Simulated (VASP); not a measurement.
# TaN (P1) in VASP: single point with LDA

Aim: the single point of TaN with LDA.

Everything below comes from runs of VASP 6.6.1. Logs are shortened: lines on timing, memory, paths and dates and some standing lists are left out, and cuts for length are marked.

## 1. The cell of the first run

The typed cell holds 8 atoms: a = 3.104 Å, b = 3.104 Å, c = 12.433 Å, α = 76.16°, β = 78.60°, γ = 60.00°.

## 2. Single point, LDA (the part above a cut slid along it)

Contents of INCAR:

```
PREC = Accurate ; ENCUT = 520
EDIFF = 1E-6 ; ISMEAR = 0
SIGMA = 0.15 ; LREAL = False
LASPH = True ; NELM = 80
ALGO = Fast ; ISIF = 2
LWAVE = False ; LCHARG = True
LELF = True ; LVHAR = True
NBANDS = 42
```

Contents of KPOINTS:

```
Automatic mesh
0
Gamma
  14 14 4
```

Contents of POSCAR:

```
TaN
1.0
   -3.1035877079      0.0000000000      0.0000000000
   -1.5517938539     -2.6877857979      0.0000000000
   -2.4570069354     -2.0158393485     12.0200957435
Ta N
4 4
Direct
   -0.0494271473     -0.3556355318      0.9186251535
    0.1589061860      0.0193644682      0.4186251535
    0.5964061860      0.5401978015      0.1686251535
    0.3880728527      0.1651978015      0.6686251535
    0.2994271473      0.2723021985      0.0813748465
    0.0910938140     -0.1026978015      0.5813748465
    0.5285938140      0.4181355318      0.3313748465
    0.3202604806      0.0431355318      0.8313748465
```

Potentials or basis: VASP PAW LDA potentials, release 64 (Ta_pv, N).

On the command line:

```sh
$ cat potpaw_LDA.64/Ta_pv/POTCAR potpaw_LDA.64/N/POTCAR > POTCAR
$ mpirun -np 1 vasp_std > vasp.out
```

OUTCAR:

```text
PREC = Accurate
   ENCUT = 520
   EDIFF = 1E-6
   ISMEAR = 0
   LREAL = False
   LASPH = True
   NELM = 80
   ISIF = 2

 ion  position               nearest neighbor table
   1  0.951  0.644  0.919-   8 2.08   8 2.08   8 2.08   5 2.26   3 3.08   4 3.50   4 3.50   4 3.50

   2  0.159  0.019  0.419-   6 1.96   7 2.08   7 2.08   7 2.08   3 3.50   4 3.50   4 3.50   3 3.50
                             4 3.50   3 3.50
   3  0.596  0.540  0.169-   7 1.96   5 2.08   5 2.08   5 2.08   1 3.08   2 3.50   2 3.50   2 3.50

   4  0.388  0.165  0.669-   8 1.96   6 2.08   6 2.08   6 2.08   1 3.50   2 3.50   2 3.50   1 3.50
                             2 3.50   1 3.50
   5  0.299  0.272  0.081-   3 2.08   3 2.08   3 2.08   1 2.26
   6  0.091  0.897  0.581-   2 1.96   4 2.08   4 2.08   4 2.08
   7  0.529  0.418  0.331-   3 1.96   2 2.08   2 2.08   2 2.08
   8  0.320  0.043  0.831-   4 1.96   1 2.08   1 2.08   1 2.08

  LATTYP: Found a triclinic cell.
 ALAT       =     5.3755715958
 B/A-ratio  =     0.5773502692
 C/A-ratio  =     2.5417726910
 COS(alpha) =     0.0094643637
 COS(beta)  =     0.2458913821
 COS(gamma) =     0.8660254038

  Lattice vectors:

 A1 = (   0.0000000001,  -5.3755715958,   0.0000000000)
 A2 = (  -1.5517938539,  -2.6877857979,   0.0000000000)
 A3 = (   5.5605946434,  -3.3597322473, -12.0200957435)

Analysis of symmetry for initial positions (statically):
=====================================================================
 Subroutine PRICEL returns:
 Original cell was already a primitive cell.

 Routine SETGRP: Setting up the symmetry group for a
 triclinic supercell.

 Subroutine GETGRP returns: Found  1 space group operations
 (whereof  1 operations were pure point group operations)
 out of a pool of  2 trial point group operations.

The static configuration has the point symmetry C_1 .

Analysis of symmetry for dynamics (positions and initial velocities):
=====================================================================
 Subroutine PRICEL returns:
 Original cell was already a primitive cell.

 Routine SETGRP: Setting up the symmetry group for a
 triclinic supercell.

 Subroutine GETGRP returns: Found  1 space group operations
 (whereof  1 operations were pure point group operations)
 out of a pool of  2 trial point group operations.

The dynamic configuration has the point symmetry C_1 .

 Subroutine INISYM returns: Found  1 space group operations
 (whereof  1 operations are pure point group operations),
 and found     1 'primitive' translations

----------------------------------------------------------------------------------------

                                     Primitive cell

  volume of cell :     100.2690

  direct lattice vectors                    reciprocal lattice vectors
    -3.103587708  0.000000000  0.000000000    -0.322207746  0.186026729 -0.034664172
    -1.551793854 -2.687785798  0.000000000     0.000000000 -0.372053458 -0.062395510
    -2.457006935 -2.015839349 12.020095744     0.000000000  0.000000000  0.083194013

  length of vectors
     3.103587708  3.103587708 12.433148959     0.373664797  0.377249221  0.083194013

  position of ions in fractional coordinates (direct lattice)
     0.950572853  0.644364468  0.918625154
     0.158906186  0.019364468  0.418625154
     0.596406186  0.540197801  0.168625154
     0.388072853  0.165197801  0.668625154
     0.299427147  0.272302199  0.081374846
     0.091093814  0.897302199  0.581374846
     0.528593814  0.418135532  0.331374846
     0.320260481  0.043135532  0.831374846

  ion indices of the primitive-cell ions
   primitive index   ion index
                 1           1
                 2           2
                 3           3
                 4           4
                 5           5
                 6           6
                 7           7
                 8           8

----------------------------------------------------------------------------------------

 KPOINTS: Automatic mesh

Automatic generation of k-mesh.
 Grid dimensions read from file:
 generate k-points for:   14   14    4

 Generating k-lattice:

  Cartesian coordinates                     Fractional coordinates (reciprocal lattice)
    -0.023014839  0.013287623 -0.002476012     0.071428571 -0.000000000 -0.000000000
     0.000000000 -0.026575247 -0.004456822     0.000000000  0.071428571  0.000000000
     0.000000000  0.000000000  0.020798503     0.000000000  0.000000000  0.250000000

  Length of vectors
     0.026690343  0.026946373  0.020798503

  Shift w.r.t. Gamma in fractional coordinates (k-lattice)
     0.000000000  0.000000000  0.000000000

 Subroutine IBZKPT returns following result:
 ===========================================

 Found    396 irreducible k-points:

 Following reciprocal coordinates:
            Coordinates               Weight
  0.000000  0.000000  0.000000      1.000000
  0.071429  0.000000  0.000000      2.000000
  0.142857 -0.000000 -0.000000      2.000000
  0.214286  0.000000 -0.000000      2.000000
  0.285714  0.000000 -0.000000      2.000000
  0.357143  0.000000  0.000000      2.000000
[... 16 lines left out ...]
  0.000000  0.142857  0.000000      2.000000
  0.071429  0.142857  0.000000      2.000000
 [... further k-points ...]
   k-points           NKPTS =    396   k-points in BZ     NKDIM =    396   number of bands    NBANDS=     42
   number of dos      NEDOS =    301   number of ions     NIONS =      8
   total plane-waves  NPLWV =  55296
   dimension x,y,z NGX =    24 NGY =   24 NGZ =   96
   dimension x,y,z NGXF=    48 NGYF=   48 NGZF=  192
   ions per type =               4   4
   NGX,Y,Z   is equivalent  to a cutoff of  12.86, 12.86, 12.84 a.u.
   NGXF,Y,Z  is equivalent  to a cutoff of  25.71, 25.71, 25.67 a.u.
 SYSTEM =  unknown system
   PREC   = accura    normal or accurate (medium, high low for compatibility)
   ISTART =      0    job   : 0-new  1-cont  2-samecut
   ICHARG =      2    charge: 1-file 2-atom 10-const
   ISPIN  =      1    spin polarized calculation?
   LNONCOLLINEAR =      F non collinear calculations
   LSORBIT =      F    spin-orbit coupling
   LASPH  =      T    aspherical Exc in radial PAW
   ENCUT  =  520.0 eV  38.22 Ry    6.18 a.u.   5.77  5.77 23.12*2*pi/ulx,y,z
   NELM   =     80;   NELMIN=  2; NELMDL= -5     # of ELM steps
   EDIFF  = 0.1E-05   stopping-criterion for ELM
   LREAL  =      F    real-space projection
   EDIFFG = 0.1E-04   stopping-criterion for IOM
   NSW    =      0    number of steps for IOM
   IBRION =     -1    ionic relax: 0-MD 1-quasi-New 2-CG
   NFREE  =      0    steps in history (QN), initial steepest desc. (CG)
   ISIF   =      2    stress and relaxation
   ISYM   =      2    0-nonsym 1-usesym 2-fastsym
   POTIM  = 0.5000    time-step for ionic-motion
   TEBEG  =    0.0;   TEEND  =   0.0 temperature during run
   PSTRESS=    0.0 pullay stress
   NELECT =      64.0000    total number of electrons
   NUPDOWN=      -1.0000    fix difference up-down
   EMIN   =  10.00;   EMAX   =-10.00  energy-range for DOS
   EFERMI =   0.00;   METHOD = LEGACY
   ISMEAR =     0;   SIGMA  =   0.15  broadening in eV -4-tet -1-fermi 0-gaus
   EFERMI_NEDOS =   21; number of points for ismear=-14 and -15
   IALGO  =     68    algorithm
   IMIX   =      4    mixing-type and parameters
     AMIX     =   0.40;   BMIX     =  1.00
     AMIX_MAG =   1.60;   BMIX_MAG =  1.00
  volume/ion in A,a.u.               =      12.53        84.58
  Fermi-wavevector in a.u.,A,eV,Ry     =   1.409546  2.663656 27.032330  1.986820
  Thomas-Fermi vector in A             =   2.531591
   LORBIT       =      0    0 simple, 1 ext, 2 COOP (PROOUT), +10 PAW based schemes
   GGA     = CA    functional components
   LHFCALC =     F    Hartree Fock is set to
   AEXX    =    0.0000 exact exchange contribution
   IVDW    =     0    specifies the selected vdW correction
   LEPSILON=     F    determine dielectric tensor
   LRPA    =     F    only Hartree local field effects (RPA)
 non-spin polarized calculation
 RMM-DIIS sequential band-by-band and
 Gauss-broadening in eV      SIGMA  =   0.15
  energy-cutoff  :      520.00
  volume of cell :      100.27
 maximum number of plane-waves:      2722
   NGX = 11   NGY = 11   NGZ = 47

 number of electron      64.0000006 magnetization

 Free energy of the ion-electron system (eV)
  ---------------------------------------------------
  ext. energy  EPLUGINS =         0.00000000
  ---------------------------------------------------
  free energy    TOTEN  =       -94.38300234 eV

  energy without entropy =      -94.35682552  energy(sigma->0) =      -94.36991393

 E-fermi :   6.7011     XC(G=0): -12.6095

 val. band max:        6.6998247701   @ k =   0.0000   0.0714   0.5000
 cond. band min:       6.7011301866   @ k =  -0.1429   0.0000   0.2500
 fundamental gap:      0.0013054165
 Fermi energy:         6.7010624057

 k-point     1 :       0.0000    0.0000    0.0000
  band No.  band energies     occupation
      1     -28.7410      2.00000
      2     -28.5195      2.00000
      3     -28.3970      2.00000
      4     -28.2734      2.00000
      5     -28.2275      2.00000
      6     -28.1887      2.00000
[... 34 lines left out ...]
     41       9.3212      0.00000
     42      10.2372      0.00000

 k-point     2 :       0.0714    0.0000    0.0000
  band No.  band energies     occupation
      1     -28.7331      2.00000
      2     -28.5148      2.00000
      3     -28.3934      2.00000
      4     -28.2807      2.00000
      5     -28.2562      2.00000
      6     -28.1900      2.00000
[... 34 lines left out ...]
     41       9.2882      0.00000
     42      10.2156      0.00000

 k-point     3 :       0.1429   -0.0000   -0.0000
  band No.  band energies     occupation
      1     -28.7110      2.00000
      2     -28.5020      2.00000
      3     -28.3947      2.00000
      4     -28.3318      2.00000
      5     -28.3010      2.00000
      6     -28.1880      2.00000
[... 34 lines left out ...]
     41       9.3937      0.00000
     42      10.4977      0.00000

 k-point     4 :       0.2143    0.0000   -0.0000
  band No.  band energies     occupation
      1     -28.6807      2.00000
      2     -28.4959      2.00000
      3     -28.4760      2.00000
      4     -28.3537      2.00000
      5     -28.3303      2.00000
      6     -28.1964      2.00000
[... 844 lines left out ...]
     41       9.4190      0.00000
     42      10.4333      0.00000

 k-point    23 :       0.0000    0.1429    0.0000
  band No.  band energies     occupation
      1     -28.7123      2.00000
      2     -28.5039      2.00000
      3     -28.4053      2.00000
      4     -28.3603      2.00000
      5     -28.2603      2.00000
      6     -28.1863      2.00000
[... 34 lines left out ...]
     41       9.6465      0.00000
     42      10.3544      0.00000

 k-point    24 :       0.0714    0.1429    0.0000
  band No.  band energies     occupation
      1     -28.7185      2.00000
      2     -28.5121      2.00000
      3     -28.3919      2.00000
      4     -28.3504      2.00000
      5     -28.2471      2.00000
      6     -28.1889      2.00000
[... 34 lines left out ...]
     41       9.6210      0.00000
     42      10.4107      0.00000

 [... further k-points ...]
[... 5 lines left out ...]
  --------------------------------------------------------------------------------------
  -------------------------------------------------------------------------------------
  Total       -2.0299424     -1.8692594     -0.2165294      0.7195033     -0.4734003      0.6409865
  in kB      -32.4360298    -29.8685098     -3.4598789     11.4967950     -7.5643649     10.2421912
  external PRESSURE =     -21.9214728 kB  Pullay stress =       0.0000000 kB

 VOLUME and BASIS-vectors are now :
 -----------------------------------------------------------------------------
  energy-cutoff  :      520.00
  volume of cell :      100.27
      direct lattice vectors                 reciprocal lattice vectors
    -3.103587708  0.000000000  0.000000000    -0.322207746  0.186026729 -0.034664172
    -1.551793854 -2.687785798  0.000000000     0.000000000 -0.372053458 -0.062395510
    -2.457006935 -2.015839349 12.020095744     0.000000000  0.000000000  0.083194013

 POSITION                                       TOTAL-FORCE (eV/Angst)
 -----------------------------------------------------------------------------------
     -6.20718     -3.58371     11.04196        -0.957050      0.562796      0.733546
     -1.55179     -0.89593      5.03191        -0.065548      0.023192     -0.020821
     -3.10359     -1.79186      2.02689        -0.082661     -0.016662      0.591844
     -3.10359     -1.79186      8.03694        -0.019767      0.000405     -0.056373
     -1.55179     -0.89593      0.97813         0.713254     -0.335371     -2.247727
     -3.10359     -3.58371      6.98818         0.006415     -0.003293     -0.073237
     -3.10359     -1.79186      3.98316         0.051297     -0.026595      0.335367
     -3.10359     -1.79186      9.99321         0.354061     -0.204472      0.737401
 -----------------------------------------------------------------------------------
    total drift:                               -0.000025     -0.000042      0.000236

  FREE ENERGIE OF THE ION-ELECTRON SYSTEM (eV)
  ---------------------------------------------------
  free  energy   TOTEN  =       -94.3830023420 eV

  energy  without entropy=      -94.3568255212  energy(sigma->0) =      -94.36991393
```

It took 44 min on 1 thread of Oxide Virtual Turin-like, shared host; peak memory 1.1 GiB.

What came out:

```yaml
Free_energy: -94.3830 eV
Pressure: -2.2 GPa
Largest_force: 2.382 eV/Å
Band_gap_on_the_k_mesh: zero (bands 32 and 33 overlap by 0.47 eV)
```

Forces on the atoms (eV/Å):
```
Ta  -0.957  0.563  0.734
Ta  -0.066  0.023 -0.021
Ta  -0.083 -0.017  0.592
Ta  -0.020  0.000 -0.056
N    0.713 -0.335 -2.248
N    0.006 -0.003 -0.073
N    0.051 -0.027  0.335
N    0.354 -0.204  0.737
```

Stress tensor (GPa, compression positive):
```
-3.24  1.15  1.02
 1.15 -2.99 -0.76
 1.02 -0.76 -0.35
```

Caveat: the cell differs from its parent crystal (the part above a cut slid along it); spin-orbit coupling is left out, which moves the levels of the heavy elements; forces of over 1 eV/Å act on the atoms, so gaps and moduli don't describe the material at rest.
